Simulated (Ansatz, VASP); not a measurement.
# One calculation of Re, two programs

```
CELL_PARAMETERS angstrom
0.00000 2.83887 2.83887
2.83887 0.00000 2.83887
2.83887 2.83887 0.00000
ATOMIC_POSITIONS crystal
Re 0.12500 0.12500 0.12500
Re 0.87500 0.87500 0.87500
```

Alike in both runs: functional RPBE; k mesh 10 × 10 × 10; occupations fermi-dirac, width 0.1 eV; no spin polarisation.

Ansatz relaxed the structure, and its values are those at the end. VASP's run is a single point on that final structure, the one shown.

|  | VASP | Ansatz |
| --- | --- | --- |
| version | VASP 6.6.1 | Ansatz 0.2.0 |
| potentials or method | VASP PAW PBE potentials, release 64 (Re), cutoff 520 eV | plane waves (420 eV) with PAW, scalar-relativistic |
| valence electrons in the cell | 14 | 30 |

Ansatz gave:

* pressure (GPa): 0.0

Task: Estimate VASP's values.

Result: Pressure (GPa): -1.6.

VASP's potentials were made for PBE, not for RPBE. The functional is the same, so the differences come from potentials, cutoffs and numerics. VASP's potentials hold 14 valence electrons a cell and Ansatz's 30, so a difference there can come from the potentials and not from the codes.

Spin-orbit coupling is off throughout.
